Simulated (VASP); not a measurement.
# GeOs2 (Fm-3m) in VASP: further runs, part 2 of 2

VASP 6.6.1.

### Step 4. Single point, PBEsol (16.00 Å³/atom)

This run uses another cell than the first one, of 16.00 Å³/atom.

The input, INCAR:

```
PREC = Accurate ; ENCUT = 520
EDIFF = 1E-6 ; ISMEAR = 0
SIGMA = 0.05 ; LREAL = F
LASPH = T ; NELM = 100
ALGO = Normal ; ISIF = 2
LWAVE = F ; LCHARG = F
GGA = PS ; NBANDS = 22
```

The input, KPOINTS:

```
Automatic mesh
0
Gamma
  10 10 10
```

The input, POSCAR:

```
GeOs2
1.0
    0.0000000000      2.8844333402      2.8844333402
    2.8844333402      0.0000000000      2.8844333402
    2.8844333402      2.8844333402      0.0000000000
Os Ge
2 1
Direct
    0.2500000000      0.2500000000      0.2500000000
    0.7500000000      0.7500000000      0.7500000000
    0.0000000000      0.0000000000      0.0000000000
```

Potentials or basis: VASP PAW PBE potentials, release 64 (Os, Ge_d).

Launch:

```console
$ cat potpaw_PBE.64/Os/POTCAR potpaw_PBE.64/Ge_d/POTCAR > POTCAR
$ mpirun -np 1 vasp_std > vasp.out
```

OUTCAR:

```text
PREC = Accurate
   ENCUT = 520
   EDIFF = 1E-6
   ISMEAR = 0
   LREAL = F
   LASPH = T
   NELM = 100
   ISIF = 2
   GGA = PS

 ion  position               nearest neighbor table
   1  0.250  0.250  0.250-   3 2.50   3 2.50   3 2.50   3 2.50   2 2.88   2 2.88   2 2.88   2 2.88
                             2 2.88   2 2.88
   2  0.750  0.750  0.750-   3 2.50   3 2.50   3 2.50   3 2.50   1 2.88   1 2.88   1 2.88   1 2.88
                             1 2.88   1 2.88
   3  0.000  0.000  0.000-   2 2.50   2 2.50   2 2.50   1 2.50   1 2.50   1 2.50   2 2.50   1 2.50

  LATTYP: Found a face centered cubic cell.
 ALAT       =     5.7688666804

  Lattice vectors:

 A1 = (   0.0000000000,   2.8844333402,   2.8844333402)
 A2 = (   2.8844333402,   0.0000000000,   2.8844333402)
 A3 = (   2.8844333402,   2.8844333402,   0.0000000000)

Analysis of symmetry for initial positions (statically):
=====================================================================
 Subroutine PRICEL returns:
 Original cell was already a primitive cell.

 Routine SETGRP: Setting up the symmetry group for a
 face centered cubic supercell.

[... 167 lines left out ...]

 E-fermi :   7.1677     XC(G=0): -12.8361

 val. band max:        7.1633916928   @ k =  -0.3000   0.4000   0.2000
 cond. band min:       7.1719893968   @ k =  -0.3000   0.4000   0.2000
 fundamental gap:      0.0085977040
 Fermi energy:         7.1676503158

 k-point     1 :       0.0000    0.0000    0.0000
  band No.  band energies     occupation
      1     -16.9103      2.00000
      2     -16.9103      2.00000
      3     -16.9103      2.00000
      4     -16.8736      2.00000
      5     -16.8736      2.00000
      6      -4.8781      2.00000
[... 589 lines left out ...]
     21      14.2000      0.00000
     22      18.1903      0.00000

 [... further k-points ...]

------------------------ aborting loop because EDIFF is reached ----------------------------------------

  FORCE on cell =-STRESS in cart. coord.  units (eV):
  Direction    XX          YY          ZZ          XY          YZ          ZX
  --------------------------------------------------------------------------------------
  -------------------------------------------------------------------------------------
  Total       -1.2857436     -1.2857436     -1.2857436      0.0000000     -0.0000000     -0.0000000
  in kB      -42.9193783    -42.9193783    -42.9193783      0.0000000     -0.0000000     -0.0000000
  external PRESSURE =     -42.9193783 kB  Pullay stress =       0.0000000 kB

 VOLUME and BASIS-vectors are now :
 -----------------------------------------------------------------------------
  energy-cutoff  :      520.00
  volume of cell :       48.00
      direct lattice vectors                 reciprocal lattice vectors
     0.000000000  2.884433340  2.884433340    -0.173344273  0.173344273  0.173344273
     2.884433340  0.000000000  2.884433340     0.173344273 -0.173344273  0.173344273
     2.884433340  2.884433340  0.000000000     0.173344273  0.173344273 -0.173344273

 POSITION                                       TOTAL-FORCE (eV/Angst)
 -----------------------------------------------------------------------------------
      1.44222      1.44222      1.44222         0.000000     -0.000000     -0.000000
      4.32665      4.32665      4.32665        -0.000000      0.000000      0.000000
      0.00000      0.00000      0.00000        -0.000000     -0.000000     -0.000000
 -----------------------------------------------------------------------------------
    total drift:                                0.000000     -0.000000     -0.000000

  FREE ENERGIE OF THE ION-ELECTRON SYSTEM (eV)
  ---------------------------------------------------
  free  energy   TOTEN  =       -27.1251292406 eV

  energy  without entropy=      -27.1200097068  energy(sigma->0) =      -27.12256947
```

OSZICAR:

```text
N       E                     dE             d eps       ncg     rms          rms(c)
DAV:   1     0.249379704259E+03    0.24938E+03   -0.14230E+04  2498   0.296E+03
DAV:   2     0.732451184319E+01   -0.24206E+03   -0.22717E+03  2086   0.727E+02
DAV:   3    -0.271913036460E+02   -0.34516E+02   -0.32875E+02  2486   0.158E+02
DAV:   4    -0.285320906088E+02   -0.13408E+01   -0.13303E+01  2404   0.350E+01
DAV:   5    -0.285542189505E+02   -0.22128E-01   -0.22122E-01  2548   0.482E+00    0.199E+01
DAV:   6    -0.272592949818E+02    0.12949E+01   -0.26788E+00  2970   0.129E+01    0.680E+00
DAV:   7    -0.271526178520E+02    0.10668E+00   -0.21320E-01  2680   0.546E+00    0.332E+00
DAV:   8    -0.271262908836E+02    0.26327E-01   -0.33130E-02  2866   0.291E+00    0.253E-01
DAV:   9    -0.271251711363E+02    0.11197E-02   -0.62654E-03  2814   0.164E+00    0.197E-01
DAV:  10    -0.271251328980E+02    0.38238E-04   -0.28574E-04  2530   0.173E-01    0.467E-02
DAV:  11    -0.271251302235E+02    0.26745E-05   -0.27925E-05  2738   0.102E-01    0.165E-02
DAV:  12    -0.271251292406E+02    0.98288E-06   -0.75661E-07  1700   0.105E-02
   1 F= -.27125129E+02 E0= -.27122569E+02  d E =-.511953E-02
```

It took 69 s on 1 thread of Intel Xeon 8259CL, shared host; peak memory 0.2 GiB.

What came out:

| Item | Value |
| --- | --- |
| Free energy | -27.1251 eV |
| Pressure | -4.3 GPa |
| Band gap on the k mesh | zero (bands 15 and 16 overlap by 3.64 eV) |

Caveat: the cell stands under tension; the PAW data sets were made with another functional, which shifts forces and pressure a little; spin-orbit coupling is left out, which moves the levels of the heavy elements.

### Step 5. Single point, PBEsol (16.31 Å³/atom)

This run uses another cell than the first one, of 16.31 Å³/atom.

The input, INCAR:

```
SYSTEM = GeOs2
PREC = Accurate
ENCUT = 520
EDIFF = 1E-7
ISMEAR = 0
SIGMA = 0.05
LREAL = .FALSE.
LASPH = .TRUE.
NELM = 60
ALGO = Normal
ISIF = 2
LWAVE = .FALSE.
LCHARG = .TRUE.
GGA = PS
LELF = .TRUE.
LVHAR = .TRUE.
NBANDS = 22
```

The input, KPOINTS:

```
regular mesh
0
G
  10 10 10
  0 0 0
```

The input, POSCAR:

```
GeOs2
1.0
    0.0000000000      2.9031639517      2.9031639517
    2.9031639517      0.0000000000      2.9031639517
    2.9031639517      2.9031639517      0.0000000000
Os Ge
2 1
Direct
    0.2500000000      0.2500000000      0.2500000000
    0.7500000000      0.7500000000      0.7500000000
    0.0000000000      0.0000000000      0.0000000000
```

Launch:

```console
$ cat potpaw_PBE.64/Os/POTCAR potpaw_PBE.64/Ge_d/POTCAR > POTCAR
$ mpirun -np 1 vasp_std > vasp.out
```

Wall time 63 s (1 thread of Intel Xeon 8259CL, shared host); peak memory 0.21 GiB.

It converged, with:

```
Free energy            : -27.0871 eV
Pressure               : -8.8 GPa
Band gap on the k mesh : zero (bands 15 and 16 overlap by 3.53 eV)
```

Levels at points of the mesh, in eV from the Fermi level:
| k point | band 11 | band 12 | band 13 | band 14 | band 15 | band 16 | band 17 | band 18 | band 19 | band 20 |
| --- | --- | --- | --- | --- | --- | --- | --- | --- | --- | --- |
| (0.00, 0.00, 0.00) | -4.19 | 0.74 | 0.74 | 0.74 | 2.27 | 2.54 | 2.54 | 5.95 | 5.95 | 5.95 |
| (0.50, 0.00, 0.00) | -2.28 | -1.54 | -1.35 | -1.35 | -1.26 | -1.26 | -1.07 | 5.16 | 6.16 | 6.16 |
| (0.50, 0.50, 0.00) | -2.86 | -2.86 | -0.88 | -0.88 | 0.25 | 0.25 | 0.94 | 2.40 | 2.90 | 6.10 |

Caveat: the cell stands under tension; the PAW data sets were made with another functional, which shifts forces and pressure a little; spin-orbit coupling is left out, which moves the levels of the heavy elements.

### Step 6. Overview

```csv
cell,gap on the mesh (eV),pressure (GPa)
"a = 3.998 Å, angles 60.0°, 3 atoms",none,12.6
"a = 4.025 Å, angles 60.0°, 3 atoms",none,6.3
"a = 4.079 Å, angles 60.0°, 3 atoms",none,-4.3
"a = 4.106 Å, angles 60.0°, 3 atoms",none,-8.8
```

Alike in all rows: task single point; level PBEsol; potentials or basis VASP PAW PBE potentials, release 64 (Os, Ge_d); no spin polarisation; k mesh 10 × 10 × 10; cutoff (eV) 520; smearing gaussian 0.05 eV.

Caveats: the PAW data sets were made with another functional, which shifts forces and pressure a little; spin-orbit coupling is left out, which moves the levels of the heavy elements; the cell stands under pressure (at least some runs); the cell stands under tension (at least some runs).

Absolute energies hang on the potentials; compare differences alone.
